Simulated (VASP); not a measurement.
# SiAs3 (Pm-3n) in VASP: notebook

SiAs3 is run at these levels: PBE; tasks: single point.

Program: VASP 6.6.1. These are calculated values, not measurements. Logs are shortened: lines on timing, memory, paths and dates and some standing lists are left out, and cuts for length are marked.

## Step 1: The cell of the first run

The structure is cubic, space group Pm-3n (No. 223). The conventional cell has a = 5.376 Å, b = 5.376 Å, c = 5.376 Å, α = 90.00°, β = 90.00°, γ = 90.00°. Within 4.0 Å of Si (site symmetry m-3) lie 12 As at 3.01 Å. Within 3.5 Å of As (site symmetry -4m2) lie 10 As at 2.69 to 3.29 Å and 4 Si at 3.01 Å.

## Step 2: Single point, PBE

INCAR

```
SYSTEM = SiAs3
PREC = Accurate ; ENCUT = 520
EDIFF = 1E-7 ; ISMEAR = 0
SIGMA = 0.1 ; LREAL = .False.
LASPH = .True. ; NELM = 100
ALGO = Normal ; ISIF = 2
LWAVE = .False. ; LCHARG = .False.
GGA = PE ; NBANDS = 29
```

KPOINTS

```
regular mesh
0
Gamma
  4 4 4
  0 0 0
```

POSCAR

```
SiAs3
1.0
    5.3756171600      0.0000000000      0.0000000000
    0.0000000000      5.3756171600      0.0000000000
    0.0000000000      0.0000000000      5.3756171600
Si As
2 6
Direct
    0.0000000000      0.0000000000      0.0000000000
    0.5000000000      0.5000000000      0.5000000000
    0.2500000000      0.0000000000      0.5000000000
    0.7500000000      0.0000000000      0.5000000000
    0.0000000000      0.5000000000      0.2500000000
    0.0000000000      0.5000000000      0.7500000000
    0.5000000000      0.7500000000      0.0000000000
    0.5000000000      0.2500000000      0.0000000000
```

Potentials or basis: VASP PAW PBE potentials, release 64 (Si, As).

Started as:

```sh
$ cat potpaw_PBE.64/Si/POTCAR potpaw_PBE.64/As/POTCAR > POTCAR
$ mpirun -np 1 vasp_std > vasp.out
```

OUTCAR:

```text
SYSTEM = SiAs3
   PREC = Accurate
   ENCUT = 520
   EDIFF = 1E-7
   ISMEAR = 0
   LREAL = .False.
   LASPH = .True.
   NELM = 100
   ISIF = 2
   GGA = PE

 ion  position               nearest neighbor table
   1  0.000  0.000  0.000-   3 3.01   4 3.01   5 3.01   6 3.01   7 3.01   8 3.01   3 3.01   4 3.01
                             5 3.01   6 3.01   7 3.01   8 3.01
   2  0.500  0.500  0.500-   3 3.01   4 3.01   5 3.01   6 3.01   7 3.01   8 3.01   7 3.01   8 3.01
                             3 3.01   4 3.01   5 3.01   6 3.01
   3  0.250  0.000  0.500-   4 2.69   4 2.69   1 3.01   1 3.01   2 3.01   2 3.01
   4  0.750  0.000  0.500-   3 2.69   3 2.69   1 3.01   1 3.01   2 3.01   2 3.01
   5  0.000  0.500  0.250-   6 2.69   6 2.69   1 3.01   2 3.01   1 3.01   2 3.01
   6  0.000  0.500  0.750-   5 2.69   5 2.69   1 3.01   2 3.01   1 3.01   2 3.01
   7  0.500  0.750  0.000-   8 2.69   8 2.69   1 3.01   2 3.01   2 3.01   1 3.01
   8  0.500  0.250  0.000-   7 2.69   7 2.69   1 3.01   2 3.01   2 3.01   1 3.01

  LATTYP: Found a simple cubic cell.
 ALAT       =     5.3756171600

  Lattice vectors:

 A1 = (   5.3756171600,   0.0000000000,   0.0000000000)
 A2 = (   0.0000000000,   5.3756171600,   0.0000000000)
 A3 = (   0.0000000000,   0.0000000000,   5.3756171600)

Analysis of symmetry for initial positions (statically):
=====================================================================
 Subroutine PRICEL returns:
 Original cell was already a primitive cell.

 Routine SETGRP: Setting up the symmetry group for a
 simple cubic supercell.

 Subroutine GETGRP returns: Found 48 space group operations
 (whereof 24 operations were pure point group operations)
 out of a pool of 48 trial point group operations.

The static configuration has the point symmetry T_h .
 The point group associated with its full space group is O_h .

Analysis of symmetry for dynamics (positions and initial velocities):
=====================================================================
 Subroutine PRICEL returns:
 Original cell was already a primitive cell.

 Routine SETGRP: Setting up the symmetry group for a
 simple cubic supercell.

 Subroutine GETGRP returns: Found 48 space group operations
 (whereof 24 operations were pure point group operations)
 out of a pool of 48 trial point group operations.

The dynamic configuration has the point symmetry T_h .
 The point group associated with its full space group is O_h .

 Subroutine INISYM returns: Found 48 space group operations
 (whereof 24 operations are pure point group operations),
 and found     1 'primitive' translations

----------------------------------------------------------------------------------------

                                     Primitive cell

  volume of cell :     155.3406

  direct lattice vectors                    reciprocal lattice vectors
     5.375617160  0.000000000  0.000000000     0.186025152  0.000000000  0.000000000
     0.000000000  5.375617160  0.000000000     0.000000000  0.186025152  0.000000000
     0.000000000  0.000000000  5.375617160     0.000000000  0.000000000  0.186025152

  length of vectors
     5.375617160  5.375617160  5.375617160     0.186025152  0.186025152  0.186025152

  position of ions in fractional coordinates (direct lattice)
     0.000000000  0.000000000  0.000000000
     0.500000000  0.500000000  0.500000000
     0.250000000  0.000000000  0.500000000
     0.750000000  0.000000000  0.500000000
     0.000000000  0.500000000  0.250000000
     0.000000000  0.500000000  0.750000000
     0.500000000  0.750000000  0.000000000
     0.500000000  0.250000000  0.000000000

  ion indices of the primitive-cell ions
   primitive index   ion index
                 1           1
                 2           2
                 3           3
                 4           4
                 5           5
                 6           6
                 7           7
                 8           8

----------------------------------------------------------------------------------------

 KPOINTS: regular mesh

Automatic generation of k-mesh.
 Grid dimensions read from file:
 generate k-points for:    4    4    4

 Generating k-lattice:

  Cartesian coordinates                     Fractional coordinates (reciprocal lattice)
     0.046506288  0.000000000  0.000000000     0.250000000  0.000000000  0.000000000
     0.000000000  0.046506288  0.000000000     0.000000000  0.250000000  0.000000000
     0.000000000  0.000000000  0.046506288     0.000000000  0.000000000  0.250000000

  Length of vectors
     0.046506288  0.046506288  0.046506288

  Shift w.r.t. Gamma in fractional coordinates (k-lattice)
     0.000000000  0.000000000  0.000000000

 Subroutine IBZKPT returns following result:
 ===========================================

 Found     10 irreducible k-points:

 Following reciprocal coordinates:
            Coordinates               Weight
  0.000000  0.000000  0.000000      1.000000
  0.250000  0.000000  0.000000      6.000000
  0.500000  0.000000  0.000000      3.000000
  0.250000  0.250000  0.000000     12.000000
  0.500000  0.250000  0.000000     12.000000
  0.500000  0.500000  0.000000      3.000000
  0.250000  0.250000  0.250000      8.000000
  0.500000  0.250000  0.250000     12.000000
  0.500000  0.500000  0.250000      6.000000
  0.500000  0.500000  0.500000      1.000000
   k-points           NKPTS =     10   k-points in BZ     NKDIM =     10   number of bands    NBANDS=     29
   number of dos      NEDOS =    301   number of ions     NIONS =      8
   total plane-waves  NPLWV =  64000
   dimension x,y,z NGX =    40 NGY =   40 NGZ =   40
   dimension x,y,z NGXF=    80 NGYF=   80 NGZF=   80
   ions per type =               2   6
   NGX,Y,Z   is equivalent  to a cutoff of  12.37, 12.37, 12.37 a.u.
   NGXF,Y,Z  is equivalent  to a cutoff of  24.74, 24.74, 24.74 a.u.
 SYSTEM =  SiAs3
   PREC   = accura    normal or accurate (medium, high low for compatibility)
   ISTART =      0    job   : 0-new  1-cont  2-samecut
   ICHARG =      2    charge: 1-file 2-atom 10-const
   ISPIN  =      1    spin polarized calculation?
   LNONCOLLINEAR =      F non collinear calculations
   LSORBIT =      F    spin-orbit coupling
   LASPH  =      T    aspherical Exc in radial PAW
   ENCUT  =  520.0 eV  38.22 Ry    6.18 a.u.  10.00 10.00 10.00*2*pi/ulx,y,z
   NELM   =    100;   NELMIN=  2; NELMDL= -5     # of ELM steps
   EDIFF  = 0.1E-06   stopping-criterion for ELM
   LREAL  =      F    real-space projection
   EDIFFG = 0.1E-05   stopping-criterion for IOM
   NSW    =      0    number of steps for IOM
   IBRION =     -1    ionic relax: 0-MD 1-quasi-New 2-CG
   NFREE  =      0    steps in history (QN), initial steepest desc. (CG)
   ISIF   =      2    stress and relaxation
   ISYM   =      2    0-nonsym 1-usesym 2-fastsym
   POTIM  = 0.5000    time-step for ionic-motion
   TEBEG  =    0.0;   TEEND  =   0.0 temperature during run
   PSTRESS=    0.0 pullay stress
   NELECT =      38.0000    total number of electrons
   NUPDOWN=      -1.0000    fix difference up-down
   EMIN   =  10.00;   EMAX   =-10.00  energy-range for DOS
   EFERMI =   0.00;   METHOD = LEGACY
   ISMEAR =     0;   SIGMA  =   0.10  broadening in eV -4-tet -1-fermi 0-gaus
   EFERMI_NEDOS =   21; number of points for ismear=-14 and -15
   IALGO  =     38    algorithm
   IMIX   =      4    mixing-type and parameters
     AMIX     =   0.40;   BMIX     =  1.00
     AMIX_MAG =   1.60;   BMIX_MAG =  1.00
  volume/ion in A,a.u.               =      19.42       131.04
  Fermi-wavevector in a.u.,A,eV,Ry     =   1.023861  1.934817 14.262872  1.048291
  Thomas-Fermi vector in A             =   2.157617
   LORBIT       =      0    0 simple, 1 ext, 2 COOP (PROOUT), +10 PAW based schemes
   GGA     = PE    functional components
   LHFCALC =     F    Hartree Fock is set to
   AEXX    =    0.0000 exact exchange contribution
   IVDW    =     0    specifies the selected vdW correction
   LEPSILON=     F    determine dielectric tensor
   LRPA    =     F    only Hartree local field effects (RPA)
 non-spin polarized calculation
 Gauss-broadening in eV      SIGMA  =   0.10
  energy-cutoff  :      520.00
  volume of cell :      155.34
 maximum number of plane-waves:      4224
 NGX is ok and might be reduce to    40
   NGX = 19   NGY = 19   NGZ = 19

 number of electron      38.0000009 magnetization

 Free energy of the ion-electron system (eV)
  ---------------------------------------------------
  ext. energy  EPLUGINS =         0.00000000
  ---------------------------------------------------
  free energy    TOTEN  =       -33.85671535 eV

  energy without entropy =      -33.81123786  energy(sigma->0) =      -33.83397661

 E-fermi :   6.4569     XC(G=0): -10.5178

 val. band max:        6.4105458911   @ k =   0.2500   0.2500   0.0000
 cond. band min:       6.4895662124   @ k =   0.5000   0.5000   0.5000
 fundamental gap:      0.0790203212
 Fermi energy:         6.4568624222

 k-point     1 :       0.0000    0.0000    0.0000
  band No.  band energies     occupation
      1      -8.0977      2.00000
      2      -5.0787      2.00000
      3      -5.0787      2.00000
      4      -2.9051      2.00000
      5      -2.9051      2.00000
      6      -2.9051      2.00000
[... 21 lines left out ...]
     28      10.5839      0.00000
     29      10.5839      0.00000

 k-point     2 :       0.2500    0.0000    0.0000
  band No.  band energies     occupation
      1      -7.8103      2.00000
      2      -5.7925      2.00000
      3      -4.8260      2.00000
      4      -3.4064      2.00000
      5      -2.7966      2.00000
      6      -2.7966      2.00000
[... 248 lines left out ...]
 k-point    10 :       0.5000    0.5000    0.5000
  band No.  band energies     occupation
      1      -5.0849      2.00000
      2      -5.0849      2.00000
      3      -5.0849      2.00000
      4      -5.0849      2.00000
      5      -5.0849      2.00000
      6      -5.0849      2.00000
[... 21 lines left out ...]
     28       8.2238      0.00000
     29       8.2238      0.00000

------------------------ aborting loop because EDIFF is reached ----------------------------------------

  FORCE on cell =-STRESS in cart. coord.  units (eV):
  Direction    XX          YY          ZZ          XY          YZ          ZX
  --------------------------------------------------------------------------------------
  -------------------------------------------------------------------------------------
  Total       -2.4209303     -2.4209303     -2.4209303     -0.0000000     -0.0000000      0.0000000
  in kB      -24.9693871    -24.9693871    -24.9693871     -0.0000000     -0.0000000      0.0000000
  external PRESSURE =     -24.9693871 kB  Pullay stress =       0.0000000 kB

 VOLUME and BASIS-vectors are now :
 -----------------------------------------------------------------------------
  energy-cutoff  :      520.00
  volume of cell :      155.34
      direct lattice vectors                 reciprocal lattice vectors
     5.375617160  0.000000000  0.000000000     0.186025152  0.000000000  0.000000000
     0.000000000  5.375617160  0.000000000     0.000000000  0.186025152  0.000000000
     0.000000000  0.000000000  5.375617160     0.000000000  0.000000000  0.186025152

 POSITION                                       TOTAL-FORCE (eV/Angst)
 -----------------------------------------------------------------------------------
      0.00000      0.00000      0.00000        -0.000000     -0.000000     -0.000000
      2.68781      2.68781      2.68781        -0.000000     -0.000000     -0.000000
      1.34390      0.00000      2.68781         0.000000     -0.000000     -0.000000
      4.03171      0.00000      2.68781        -0.000000      0.000000     -0.000000
      0.00000      2.68781      1.34390         0.000000     -0.000000     -0.000000
      0.00000      2.68781      4.03171         0.000000      0.000000      0.000000
      2.68781      4.03171      0.00000        -0.000000      0.000000      0.000000
      2.68781      1.34390      0.00000        -0.000000     -0.000000      0.000000
 -----------------------------------------------------------------------------------
    total drift:                                0.000000     -0.000000      0.000000

  FREE ENERGIE OF THE ION-ELECTRON SYSTEM (eV)
  ---------------------------------------------------
  free  energy   TOTEN  =       -33.8567153549 eV

  energy  without entropy=      -33.8112378630  energy(sigma->0) =      -33.83397661
```

Wall time 26 s (1 thread of Intel Xeon Platinum 8559C (Emerald Rapids), shared host); peak memory 0.24 GiB.

What came out:

```yaml
Free_energy: -33.8567 eV
Pressure: -2.5 GPa
Band_gap_on_the_k_mesh: zero (band 19 reaches 6.51 eV, above the bottom of band 20 at 4.86 eV)
```

(Continued in part 2 of 2.)
